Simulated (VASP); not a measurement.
# LaSiO (P-6m2) in VASP: a series of runs

The runs below take LaSiO through single point, relaxation of cell and atoms, with PBE.

All numbers are computed with VASP 6.6.1; they aren't measurements. Logs are shortened: lines on timing, memory, paths and dates and some standing lists are left out, and cuts for length are marked.

### Step 1. The cell of the first run

The structure is hexagonal, space group P-6m2 (No. 187). The conventional cell has a = 3.869 Å, b = 3.869 Å, c = 4.193 Å, α = 90.00°, β = 90.00°, γ = 120.00°. La (site symmetry -6m2) has 6 O at 3.06 Å and 6 Si at 3.06 Å and 6 La at 3.87 Å within 4.0 Å. Si (site symmetry -6m2) has 3 O at 2.23 Å within 3.0 Å. O (site symmetry -6m2) has 3 Si at 2.23 Å within 3.0 Å.

### Step 2. Single point, PBE

INCAR reads:

```
SYSTEM = LaSiO
ALGO     = Normal         ! electronic algorithm
EDIFF    = 1E-6           ! SCF threshold, eV
ENCUT    = 520            ! plane-wave cutoff, eV
GGA      = PE             ! functional
ISIF     = 2              ! what is computed and relaxed
ISMEAR   = 0              ! smearing method
LASPH    = .True.         ! aspherical terms in the spheres
LCHARG   = .False.        ! write CHGCAR
LREAL    = .False.        ! projectors in reciprocal space
LWAVE    = .False.        ! write WAVECAR
NBANDS   = 18             ! bands
NELM     = 100            ! most SCF steps
PREC     = Accurate       ! precision mode
SIGMA    = 0.1            ! smearing width, eV
```

KPOINTS reads:

```
k-points
0
Gamma
  12 12 12
  0 0 0
```

POSCAR reads:

```
LaSiO
1.0
    3.8694476756      0.0000000000      0.0000000000
   -1.9347238378      3.3510399857      0.0000000000
    0.0000000000      0.0000000000      4.1928339516
La Si O
1 1 1
Direct
    0.0000000000      0.0000000000      0.5000000000
    0.6666666667      0.3333333333      0.0000000000
    0.3333333333      0.6666666667      0.0000000000
```

Potentials or basis: VASP PAW PBE potentials, release 64 (La, Si, O).

Run with:

```console
$ cat potpaw_PBE.64/La/POTCAR potpaw_PBE.64/Si/POTCAR potpaw_PBE.64/O/POTCAR > POTCAR
$ mpirun -np 1 vasp_std > vasp.out
```

OUTCAR:

```text
SYSTEM = LaSiO
   EDIFF = 1E-6
   ENCUT = 520
   GGA = PE
   ISIF = 2
   ISMEAR = 0
   LASPH = .True.
   LREAL = .False.
   NELM = 100
   PREC = Accurate

 ion  position               nearest neighbor table
   1  0.000  0.000  0.500-   2 3.06   2 3.06   2 3.06   2 3.06   2 3.06   2 3.06
   2  0.667  0.333  0.000-   3 2.23   3 2.23   3 2.23   1 3.06   1 3.06   1 3.06   1 3.06   1 3.06
                             1 3.06
   3  0.333  0.667  0.000-   2 2.23   2 2.23   2 2.23

  LATTYP: Found a hexagonal cell.
 ALAT       =     3.8694476756
 C/A-ratio  =     1.0835742729

  Lattice vectors:

 A1 = (   3.8694476756,   0.0000000000,   0.0000000000)
 A2 = (  -1.9347238378,   3.3510399857,   0.0000000000)
 A3 = (   0.0000000000,   0.0000000000,   4.1928339516)

Analysis of symmetry for initial positions (statically):
=====================================================================
 Subroutine PRICEL returns:
 Original cell was already a primitive cell.

 Routine SETGRP: Setting up the symmetry group for a
 hexagonal supercell.

 Subroutine GETGRP returns: Found 12 space group operations
 (whereof 12 operations were pure point group operations)
 out of a pool of 24 trial point group operations.

The static configuration has the point symmetry D_3h.

Analysis of symmetry for dynamics (positions and initial velocities):
=====================================================================
 Subroutine PRICEL returns:
 Original cell was already a primitive cell.

 Routine SETGRP: Setting up the symmetry group for a
 hexagonal supercell.

 Subroutine GETGRP returns: Found 12 space group operations
 (whereof 12 operations were pure point group operations)
 out of a pool of 24 trial point group operations.

The dynamic configuration has the point symmetry D_3h.

 Subroutine INISYM returns: Found 12 space group operations
 (whereof 12 operations are pure point group operations),
 and found     1 'primitive' translations

----------------------------------------------------------------------------------------

                                     Primitive cell

  volume of cell :      54.3671

  direct lattice vectors                    reciprocal lattice vectors
     3.869447676  0.000000000  0.000000000     0.258434816  0.149207411  0.000000000
    -1.934723838  3.351039986  0.000000000     0.000000000  0.298414822  0.000000000
     0.000000000  0.000000000  4.192833952     0.000000000  0.000000000  0.238502171

  length of vectors
     3.869447676  3.869447676  4.192833952     0.298414822  0.298414822  0.238502171

  position of ions in fractional coordinates (direct lattice)
     0.000000000  0.000000000  0.500000000
     0.666666667  0.333333333  0.000000000
     0.333333333  0.666666667  0.000000000

  ion indices of the primitive-cell ions
   primitive index   ion index
                 1           1
                 2           2
                 3           3

----------------------------------------------------------------------------------------

 KPOINTS: k-points

Automatic generation of k-mesh.
 Grid dimensions read from file:
 generate k-points for:   12   12   12

 Generating k-lattice:

  Cartesian coordinates                     Fractional coordinates (reciprocal lattice)
     0.021536235  0.012433951  0.000000000     0.083333333  0.000000000  0.000000000
     0.000000000  0.024867902  0.000000000     0.000000000  0.083333333  0.000000000
     0.000000000  0.000000000  0.019875181     0.000000000  0.000000000  0.083333333

  Length of vectors
     0.024867902  0.024867902  0.019875181

  Shift w.r.t. Gamma in fractional coordinates (k-lattice)
     0.000000000  0.000000000  0.000000000

 Subroutine IBZKPT returns following result:
 ===========================================

 Found    133 irreducible k-points:

 Following reciprocal coordinates:
            Coordinates               Weight
  0.000000  0.000000  0.000000      1.000000
  0.083333 -0.000000  0.000000      6.000000
  0.166667 -0.000000  0.000000      6.000000
  0.250000 -0.000000  0.000000      6.000000
  0.333333 -0.000000  0.000000      6.000000
  0.416667 -0.000000  0.000000      6.000000
[... 16 lines left out ...]
  0.250000 -0.000000  0.083333     12.000000
  0.333333 -0.000000  0.083333     12.000000
 [... further k-points ...]
   k-points           NKPTS =    133   k-points in BZ     NKDIM =    133   number of bands    NBANDS=     18
   number of dos      NEDOS =    301   number of ions     NIONS =      3
   total plane-waves  NPLWV =  28800
   dimension x,y,z NGX =    30 NGY =   30 NGZ =   32
   dimension x,y,z NGXF=    60 NGYF=   60 NGZF=   64
   ions per type =               1   1   1
   NGX,Y,Z   is equivalent  to a cutoff of  12.89, 12.89, 12.69 a.u.
   NGXF,Y,Z  is equivalent  to a cutoff of  25.78, 25.78, 25.38 a.u.
 SYSTEM =  LaSiO
   PREC   = accura    normal or accurate (medium, high low for compatibility)
   ISTART =      0    job   : 0-new  1-cont  2-samecut
   ICHARG =      2    charge: 1-file 2-atom 10-const
   ISPIN  =      1    spin polarized calculation?
   LNONCOLLINEAR =      F non collinear calculations
   LSORBIT =      F    spin-orbit coupling
   LASPH  =      T    aspherical Exc in radial PAW
   ENCUT  =  520.0 eV  38.22 Ry    6.18 a.u.   7.19  7.19  7.80*2*pi/ulx,y,z
   NELM   =    100;   NELMIN=  2; NELMDL= -5     # of ELM steps
   EDIFF  = 0.1E-05   stopping-criterion for ELM
   LREAL  =      F    real-space projection
   EDIFFG = 0.1E-04   stopping-criterion for IOM
   NSW    =      0    number of steps for IOM
   IBRION =     -1    ionic relax: 0-MD 1-quasi-New 2-CG
   NFREE  =      0    steps in history (QN), initial steepest desc. (CG)
   ISIF   =      2    stress and relaxation
   ISYM   =      2    0-nonsym 1-usesym 2-fastsym
   POTIM  = 0.5000    time-step for ionic-motion
   TEBEG  =    0.0;   TEEND  =   0.0 temperature during run
   PSTRESS=    0.0 pullay stress
   NELECT =      21.0000    total number of electrons
   NUPDOWN=      -1.0000    fix difference up-down
   EMIN   =  10.00;   EMAX   =-10.00  energy-range for DOS
   EFERMI =   0.00;   METHOD = LEGACY
   ISMEAR =     0;   SIGMA  =   0.10  broadening in eV -4-tet -1-fermi 0-gaus
   EFERMI_NEDOS =   21; number of points for ismear=-14 and -15
   IALGO  =     38    algorithm
   IMIX   =      4    mixing-type and parameters
     AMIX     =   0.40;   BMIX     =  1.00
     AMIX_MAG =   1.60;   BMIX_MAG =  1.00
  volume/ion in A,a.u.               =      18.12       122.30
  Fermi-wavevector in a.u.,A,eV,Ry     =   1.192255  2.253035 19.340303  1.421472
  Thomas-Fermi vector in A             =   2.328298
   LORBIT       =      0    0 simple, 1 ext, 2 COOP (PROOUT), +10 PAW based schemes
   GGA     = PE    functional components
   LHFCALC =     F    Hartree Fock is set to
   AEXX    =    0.0000 exact exchange contribution
   IVDW    =     0    specifies the selected vdW correction
   LEPSILON=     F    determine dielectric tensor
   LRPA    =     F    only Hartree local field effects (RPA)
 non-spin polarized calculation
 Gauss-broadening in eV      SIGMA  =   0.10
  energy-cutoff  :      520.00
  volume of cell :       54.37
 maximum number of plane-waves:      1488
 NGX is ok and might be reduce to    30
   NGX = 15   NGY = 15   NGZ = 15

 number of electron      20.9999999 magnetization

 Free energy of the ion-electron system (eV)
  ---------------------------------------------------
  ext. energy  EPLUGINS =         0.00000000
  ---------------------------------------------------
  free energy    TOTEN  =       -17.99408438 eV

  energy without entropy =      -17.98394753  energy(sigma->0) =      -17.98901596

 E-fermi :   9.1686     XC(G=0): -10.5836

 val. band max:        9.1651236035   @ k =   0.1667   0.1667   0.3333
 cond. band min:       9.1708621517   @ k =   0.0833  -0.0000   0.3333
 fundamental gap:      0.0057385482
 Fermi energy:         9.1685654061

 k-point     1 :       0.0000    0.0000    0.0000
  band No.  band energies     occupation
      1     -23.7751      2.00000
      2     -10.2334      2.00000
      3      -7.5534      2.00000
      4      -7.1580      2.00000
      5      -7.1580      2.00000
      6       2.3916      2.00000
[... 10 lines left out ...]
     17      11.3388      0.00000
     18      11.3450      0.00000

 k-point     2 :       0.0833   -0.0000    0.0000
  band No.  band energies     occupation
      1     -23.7684      2.00000
      2     -10.2335      2.00000
      3      -7.5406      2.00000
      4      -7.2044      2.00000
      5      -7.1735      2.00000
      6       2.0470      2.00000
[... 10 lines left out ...]
     17      11.2846      0.00000
     18      11.3526      0.00000

 k-point     3 :       0.1667   -0.0000    0.0000
  band No.  band energies     occupation
      1     -23.7499      2.00000
      2     -10.2347      2.00000
      3      -7.5054      2.00000
      4      -7.3275      2.00000
      5      -7.2153      2.00000
      6       1.5038      2.00000
[... 10 lines left out ...]
     17      11.2267      0.00000
     18      11.3745      0.00000

 k-point     4 :       0.2500   -0.0000    0.0000
  band No.  band energies     occupation
      1     -23.7244      2.00000
      2     -10.2393      2.00000
      3      -7.4869      2.00000
      4      -7.4567      2.00000
      5      -7.2716      2.00000
      6       1.0394      2.00000
[... 10 lines left out ...]
     17      11.2556      0.00000
     18      11.3816      0.00000

 k-point     5 :       0.3333   -0.0000    0.0000
  band No.  band energies     occupation
      1     -23.6988      2.00000
      2     -10.2476      2.00000
      3      -7.6363      2.00000
      4      -7.4070      2.00000
      5      -7.3268      2.00000
      6       0.7023      2.00000
[... 10 lines left out ...]
     17      11.3116      0.00000
     18      11.3739      0.00000

 k-point     6 :       0.4167   -0.0000    0.0000
  band No.  band energies     occupation
      1     -23.6798      2.00000
      2     -10.2563      2.00000
      3      -7.7395      2.00000
      4      -7.3701      2.00000
      5      -7.3665      2.00000
      6       0.5008      2.00000
[... 10 lines left out ...]
     17      11.3415      0.00000
     18      11.3792      0.00000

 k-point     7 :       0.5000   -0.0000    0.0000
  band No.  band energies     occupation
      1     -23.6728      2.00000
      2     -10.2600      2.00000
      3      -7.7759      2.00000
      4      -7.3809      2.00000
      5      -7.3565      2.00000
      6       0.4341      2.00000
[... 10 lines left out ...]
     17      11.3532      0.00000
     18      11.3930      0.00000

 k-point     8 :       0.0833    0.0833    0.0000
  band No.  band energies     occupation
      1     -23.7558      2.00000
      2     -10.2341      2.00000
      3      -7.5166      2.00000
      4      -7.2878      2.00000
      5      -7.2037      2.00000
      6       1.6502      2.00000
[... 10 lines left out ...]
     17      11.2343      0.00000
     18      11.3756      0.00000
[... 229 lines left out ...]
     17      11.3275      0.00000
     18      11.3695      0.00000

 k-point    20 :       0.0000    0.0000    0.0833
  band No.  band energies     occupation
      1     -23.7733      2.00000
      2     -10.2632      2.00000
      3      -7.5328      2.00000
      4      -7.1553      2.00000
      5      -7.1553      2.00000
      6       2.4383      2.00000
[... 10 lines left out ...]
     17      11.3354      0.00000
     18      11.4466      0.00000

 k-point    21 :       0.0833   -0.0000    0.0833
  band No.  band energies     occupation
      1     -23.7666      2.00000
      2     -10.2605      2.00000
      3      -7.5257      2.00000
      4      -7.2007      2.00000
      5      -7.1707      2.00000
      6       2.0946      2.00000
[... 10 lines left out ...]
     17      11.2878      0.00000
     18      11.3455      0.00000

 k-point    22 :       0.1667   -0.0000    0.0833
  band No.  band energies     occupation
      1     -23.7482      2.00000
      2     -10.2541      2.00000
      3      -7.5105      2.00000
      4      -7.3160      2.00000
      5      -7.2123      2.00000
      6       1.5494      2.00000
[... 10 lines left out ...]
     17      11.2355      0.00000
     18      11.3645      0.00000

 k-point    23 :       0.2500   -0.0000    0.0833
  band No.  band energies     occupation
      1     -23.7228      2.00000
      2     -10.2483      2.00000
      3      -7.5409      2.00000
      4      -7.4124      2.00000
      5      -7.2682      2.00000
      6       1.0762      2.00000
[... 10 lines left out ...]
     17      11.2480      0.00000
     18      11.3796      0.00000

 k-point    24 :       0.3333   -0.0000    0.0833
  band No.  band energies     occupation
      1     -23.6972      2.00000
      2     -10.2466      2.00000
      3      -7.6637      2.00000
      4      -7.4051      2.00000
      5      -7.3231      2.00000
      6       0.7259      2.00000
[... 10 lines left out ...]
     17      11.2989      0.00000
     18      11.3920      0.00000

 [... further k-points ...]
[... 5 lines left out ...]
  --------------------------------------------------------------------------------------
  -------------------------------------------------------------------------------------
  Total       -0.0095302     -0.0095302     -0.0594909      0.0000000     -0.0000000      0.0000000
  in kB       -0.2808504     -0.2808504     -1.7531747      0.0000000     -0.0000000      0.0000000
  external PRESSURE =      -0.7716252 kB  Pullay stress =       0.0000000 kB

 VOLUME and BASIS-vectors are now :
 -----------------------------------------------------------------------------
  energy-cutoff  :      520.00
  volume of cell :       54.37
      direct lattice vectors                 reciprocal lattice vectors
     3.869447676  0.000000000  0.000000000     0.258434816  0.149207411  0.000000000
    -1.934723838  3.351039986  0.000000000     0.000000000  0.298414822  0.000000000
     0.000000000  0.000000000  4.192833952     0.000000000  0.000000000  0.238502171

 POSITION                                       TOTAL-FORCE (eV/Angst)
 -----------------------------------------------------------------------------------
      0.00000      0.00000      2.09642         0.000000     -0.000000      0.000000
      1.93472      1.11701      0.00000         0.000000      0.000000      0.000000
     -0.00000      2.23403      0.00000        -0.000000     -0.000000      0.000000
 -----------------------------------------------------------------------------------
    total drift:                                0.000000     -0.000000     -0.000000

  FREE ENERGIE OF THE ION-ELECTRON SYSTEM (eV)
  ---------------------------------------------------
  free  energy   TOTEN  =       -17.9940843831 eV

  energy  without entropy=      -17.9839475278  energy(sigma->0) =      -17.98901596
```

Run time: 81 s. Hardware: 1 thread of Intel Xeon Platinum 8488C (Sapphire Rapids), shared host; peak memory 0.31 GiB.

What came out:

```
Free energy : -17.9941 eV
Pressure    : -0.1 GPa
```

Caveat: spin-orbit coupling is left out, which moves the levels of the heavy elements; an odd number of electrons without spin polarisation forces a metal; a magnetic or distorted state may lie lower.

(Continued in part 2 of 2.)
